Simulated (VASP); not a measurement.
Wanted: the native input for a VASP 6.6.1 run.

```yaml
Task: single point
Functional: LDA
Potentials_or_basis: VASP PAW LDA potentials, release 64 (Hf_pv, O)
Cutoff: 600 eV
k_mesh: 4 × 4 × 3
Occupations: gaussian, width 0.01 eV
Spin: no spin polarisation
Dipole_correction: no
Further_INCAR_settings: ALGO = Normal; EDIFF = 1e-06; NBANDS = 31
```

The structure of HfO2 lies in POSCAR:

```
HfO2
1.0
    3.5580190000      0.0000000000      0.0000000000
    0.0000000000      3.5580190000      0.0000000000
    0.0000000000      0.0000000000      5.1718610000
Hf O
2 4
Direct
    0.5000000000      0.5000000000      0.5000000000
    0.0000000000      0.0000000000      0.0000000000
    0.0000000000      0.5000000000      0.6972080000
    0.5000000000      0.0000000000      0.8027920000
    0.5000000000      0.0000000000      0.3027920000
    0.0000000000      0.5000000000      0.1972080000
```

These files were run (other wordings do the same):

INCAR

```
SYSTEM = HfO2
ALGO = Normal ; EDIFF = 1E-6
ENCUT = 600 ; GGA = CA
GGA_COMPAT = .False. ; ISIF = 2
ISMEAR = 0 ; LASPH = .True.
LCHARG = .False. ; LREAL = .False.
LWAVE = .False. ; NBANDS = 31
NELM = 120 ; PREC = Accurate
SIGMA = 0.01
```

KPOINTS

```
k-points
0
Gamma
  4 4 3
  0 0 0
```

Potentials or basis: VASP PAW LDA potentials, release 64 (Hf_pv, O).

The run is started by

```console
$ cat potpaw_LDA.64/Hf_pv/POTCAR potpaw_LDA.64/O/POTCAR > POTCAR
$ mpirun -np 1 vasp_std > vasp.out
```

It gave:

| Property | Result |
| --- | --- |
| Pressure | -7.7 GPa |
| Band gap on the k mesh | 4.56 eV, indirect (least direct gap 4.63 eV) |

Caveat: the k points lie up to 0.44 Å⁻¹ apart; spin-orbit coupling is left out, which moves the levels of the heavy elements.

It took 44 s on 1 thread of Intel Xeon 8259CL (shared host), peak memory 0.16 GiB.
